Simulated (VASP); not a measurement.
# Hf2Br (P6/mmm) in VASP: notebook

The runs below take Hf2Br through single point, relaxation of cell and atoms, with PBE.

Program: VASP 6.6.1. These are calculated values, not measurements. Logs are shortened: lines on timing, memory, paths and dates and some standing lists are left out, and cuts for length are marked.

**1. The cell of the first run**

It takes space group P6/mmm (No. 191, hexagonal). The conventional cell has a = 5.206 Å, b = 5.206 Å, c = 3.072 Å, α = 90.00°, β = 90.00°, γ = 120.00°. Hf (site symmetry -6m2) has 5 Hf at 3.01 to 3.07 Å and 6 Br at 3.38 Å within 4.0 Å. Br (site symmetry 6/mmm) has 2 Br at 3.07 Å and 12 Hf at 3.38 Å within 4.0 Å.

**2. Single point, PBE**

File INCAR:

```
SYSTEM = Hf2Br
PREC = Accurate
ENCUT = 520
EDIFF = 1E-7
ISMEAR = 0
SIGMA = 0.1
LREAL = .False.
LASPH = .True.
NELM = 60
ALGO = Normal
ISIF = 2
LWAVE = .False.
LCHARG = .True.
GGA = PE
LELF = .True.
LVHAR = .True.
NBANDS = 20
```

File KPOINTS:

```
regular mesh
0
Gamma
  6 6 4
  0 0 0
```

File POSCAR:

```
Hf2Br
1.0
    5.2057957298      0.0000000000      0.0000000000
   -2.6028978649      4.5083513489      0.0000000000
    0.0000000000      0.0000000000      3.0717414976
Hf Br
2 1
Direct
    0.3333333333      0.6666666667      0.5000000000
    0.6666666667      0.3333333333      0.5000000000
    0.0000000000      0.0000000000      0.0000000000
```

Potentials or basis: VASP PAW PBE potentials, release 64 (Hf_pv, Br).

Command:

```sh
$ cat potpaw_PBE.64/Hf_pv/POTCAR potpaw_PBE.64/Br/POTCAR > POTCAR
$ mpirun -np 1 vasp_std > vasp.out
```

OUTCAR:

```text
SYSTEM = Hf2Br
   PREC = Accurate
   ENCUT = 520
   EDIFF = 1E-7
   ISMEAR = 0
   LREAL = .False.
   LASPH = .True.
   NELM = 60
   ISIF = 2
   GGA = PE

 ion  position               nearest neighbor table
   1  0.333  0.667  0.500-   2 3.01   2 3.01   2 3.01
   2  0.667  0.333  0.500-   1 3.01   1 3.01   1 3.01
   3  0.000  0.000  0.000-

  LATTYP: Found a hexagonal cell.
 ALAT       =     5.2057957298
 C/A-ratio  =     0.5900618574

  Lattice vectors:

 A1 = (   5.2057957298,   0.0000000000,   0.0000000000)
 A2 = (  -2.6028978649,   4.5083513489,   0.0000000000)
 A3 = (   0.0000000000,   0.0000000000,   3.0717414976)

Analysis of symmetry for initial positions (statically):
=====================================================================
 Subroutine PRICEL returns:
 Original cell was already a primitive cell.

 Routine SETGRP: Setting up the symmetry group for a
 hexagonal supercell.

 Subroutine GETGRP returns: Found 24 space group operations
 (whereof 24 operations were pure point group operations)
 out of a pool of 24 trial point group operations.

The static configuration has the point symmetry D_6h.

Analysis of symmetry for dynamics (positions and initial velocities):
=====================================================================
 Subroutine PRICEL returns:
 Original cell was already a primitive cell.

 Routine SETGRP: Setting up the symmetry group for a
 hexagonal supercell.

 Subroutine GETGRP returns: Found 24 space group operations
 (whereof 24 operations were pure point group operations)
 out of a pool of 24 trial point group operations.

The dynamic configuration has the point symmetry D_6h.

 Subroutine INISYM returns: Found 24 space group operations
 (whereof 24 operations are pure point group operations),
 and found     1 'primitive' translations

----------------------------------------------------------------------------------------

                                     Primitive cell

  volume of cell :      72.0924

  direct lattice vectors                    reciprocal lattice vectors
     5.205795730  0.000000000  0.000000000     0.192093592  0.110905287  0.000000000
[... 78 lines left out ...]
   ISPIN  =      1    spin polarized calculation?
   LNONCOLLINEAR =      F non collinear calculations
   LSORBIT =      F    spin-orbit coupling
   LASPH  =      T    aspherical Exc in radial PAW
   ENCUT  =  520.0 eV  38.22 Ry    6.18 a.u.   9.68  9.68  5.71*2*pi/ulx,y,z
   NELM   =     60;   NELMIN=  2; NELMDL= -5     # of ELM steps
   EDIFF  = 0.1E-06   stopping-criterion for ELM
   LREAL  =      F    real-space projection
   EDIFFG = 0.1E-05   stopping-criterion for IOM
   NSW    =      0    number of steps for IOM
   IBRION =     -1    ionic relax: 0-MD 1-quasi-New 2-CG
   NFREE  =      0    steps in history (QN), initial steepest desc. (CG)
   ISIF   =      2    stress and relaxation
   ISYM   =      2    0-nonsym 1-usesym 2-fastsym
   POTIM  = 0.5000    time-step for ionic-motion
   TEBEG  =    0.0;   TEEND  =   0.0 temperature during run
   PSTRESS=    0.0 pullay stress
   NELECT =      27.0000    total number of electrons
   NUPDOWN=      -1.0000    fix difference up-down
   EMIN   =  10.00;   EMAX   =-10.00  energy-range for DOS
   EFERMI =   0.00;   METHOD = LEGACY
   ISMEAR =     0;   SIGMA  =   0.10  broadening in eV -4-tet -1-fermi 0-gaus
   EFERMI_NEDOS =   21; number of points for ismear=-14 and -15
   IALGO  =     38    algorithm
   IMIX   =      4    mixing-type and parameters
     AMIX     =   0.40;   BMIX     =  1.00
     AMIX_MAG =   1.60;   BMIX_MAG =  1.00
  volume/ion in A,a.u.               =      24.03       162.17
  Fermi-wavevector in a.u.,A,eV,Ry     =   1.180048  2.229967 18.946285  1.392513
  Thomas-Fermi vector in A             =   2.316347
   LORBIT       =      0    0 simple, 1 ext, 2 COOP (PROOUT), +10 PAW based schemes
   GGA     = PE    functional components
   LHFCALC =     F    Hartree Fock is set to
   AEXX    =    0.0000 exact exchange contribution
   IVDW    =     0    specifies the selected vdW correction
   LEPSILON=     F    determine dielectric tensor
   LRPA    =     F    only Hartree local field effects (RPA)
 non-spin polarized calculation
 Gauss-broadening in eV      SIGMA  =   0.10
  energy-cutoff  :      520.00
  volume of cell :       72.09
 maximum number of plane-waves:      1952
 NGX is ok and might be reduce to    40
   NGX = 19   NGY = 19   NGZ = 11

 number of electron      27.0000005 magnetization

 Free energy of the ion-electron system (eV)
  ---------------------------------------------------
  ext. energy  EPLUGINS =         0.00000000
  ---------------------------------------------------
  free energy    TOTEN  =       -19.25317069 eV

  energy without entropy =      -19.22947607  energy(sigma->0) =      -19.24132338

 E-fermi :   4.6536     XC(G=0): -10.5620

 val. band max:        4.6246905756   @ k =   0.1667  -0.0000   0.0000
 cond. band min:       4.6729951556   @ k =   0.0000   0.0000   0.0000
 fundamental gap:      0.0483045800
 Fermi energy:         4.6535889704

 k-point     1 :       0.0000    0.0000    0.0000
  band No.  band energies     occupation
      1     -26.4539      2.00000
      2     -26.4539      2.00000
      3     -26.0492      2.00000
      4     -26.0050      2.00000
      5     -26.0050      2.00000
      6     -25.9583      2.00000
[... 472 lines left out ...]
     19       7.1892      0.00000
     20       8.7372      0.00000

------------------------ aborting loop because EDIFF is reached ----------------------------------------

  FORCE on cell =-STRESS in cart. coord.  units (eV):
  Direction    XX          YY          ZZ          XY          YZ          ZX
  --------------------------------------------------------------------------------------
  -------------------------------------------------------------------------------------
  Total       -0.1549478     -0.1549478     -0.1305961      0.0000000      0.0000000      0.0000000
  in kB       -3.4435497     -3.4435497     -2.9023609      0.0000000      0.0000000      0.0000000
  external PRESSURE =      -3.2631534 kB  Pullay stress =       0.0000000 kB

 VOLUME and BASIS-vectors are now :
 -----------------------------------------------------------------------------
  energy-cutoff  :      520.00
  volume of cell :       72.09
      direct lattice vectors                 reciprocal lattice vectors
     5.205795730  0.000000000  0.000000000     0.192093592  0.110905287  0.000000000
    -2.602897865  4.508351349  0.000000000     0.000000000  0.221810574  0.000000000
     0.000000000  0.000000000  3.071741498     0.000000000  0.000000000  0.325548228

 POSITION                                       TOTAL-FORCE (eV/Angst)
 -----------------------------------------------------------------------------------
     -0.00000      3.00557      1.53587        -0.000000      0.000000      0.000000
      2.60290      1.50278      1.53587         0.000000      0.000000      0.000000
      0.00000      0.00000      0.00000         0.000000     -0.000000      0.000000
 -----------------------------------------------------------------------------------
    total drift:                                0.000000     -0.000000      0.000000

  FREE ENERGIE OF THE ION-ELECTRON SYSTEM (eV)
  ---------------------------------------------------
  free  energy   TOTEN  =       -19.2531706866 eV

  energy  without entropy=      -19.2294760680  energy(sigma->0) =      -19.24132338
```

OSZICAR:

```text
N       E                     dE             d eps       ncg     rms          rms(c)
DAV:   1     0.973052482056E+02    0.97305E+02   -0.14088E+04   840   0.121E+03
DAV:   2    -0.136431439700E+02   -0.11095E+03   -0.10702E+03  1032   0.275E+02
DAV:   3    -0.195842252213E+02   -0.59411E+01   -0.57765E+01  1088   0.411E+01
DAV:   4    -0.197034770806E+02   -0.11925E+00   -0.11831E+00  1048   0.606E+00
DAV:   5    -0.197059272248E+02   -0.24501E-02   -0.24481E-02  1080   0.701E-01    0.407E+01
DAV:   6    -0.193595233420E+02    0.34640E+00   -0.49184E-01   932   0.362E+00    0.245E+01
DAV:   7    -0.192615014429E+02    0.98022E-01   -0.58850E-01   928   0.421E+00    0.139E+00
DAV:   8    -0.192535818171E+02    0.79196E-02   -0.34799E-02   976   0.101E+00    0.564E-01
DAV:   9    -0.192531768510E+02    0.40497E-03   -0.37563E-03  1016   0.360E-01    0.266E-01
DAV:  10    -0.192531624017E+02    0.14449E-04   -0.10801E-04  1056   0.569E-02    0.118E-01
DAV:  11    -0.192531709969E+02   -0.85951E-05   -0.19134E-05  1008   0.236E-02    0.402E-02
DAV:  12    -0.192531703512E+02    0.64573E-06   -0.24370E-06  1016   0.925E-03    0.561E-03
DAV:  13    -0.192531706070E+02   -0.25586E-06   -0.14628E-07   756   0.241E-03    0.281E-03
DAV:  14    -0.192531706866E+02   -0.79593E-07   -0.15462E-08   600   0.709E-04
   1 F= -.19253171E+02 E0= -.19241323E+02  d E =-.236946E-01
```

stdout:

```text
POSCAR found type information on POSCAR HfBr
 POSCAR found :  2 types and       3 ions
 scaLAPACK will be used
 LDA part: xc-table for (Slater+PW92), standard interpolation
 POSCAR, INCAR and KPOINTS ok, starting setup
 FFT: planning ... GRIDC
 FFT: planning ... GRID_SOFT
 FFT: planning ... GRID
 WAVECAR not read
 entering main loop
```

It took 41 s on 1 thread of Oxide Virtual Turin-like, shared host; peak memory 0.16 GiB.

What came out:

- Free energy: -19.2532 eV
- Pressure: -0.3 GPa

Caveat: the k points lie up to 0.51 Å⁻¹ apart; spin-orbit coupling is left out, which moves the levels of the heavy elements; an odd number of electrons without spin polarisation forces a metal; a magnetic or distorted state may lie lower.

(Continued in part 2 of 2.)
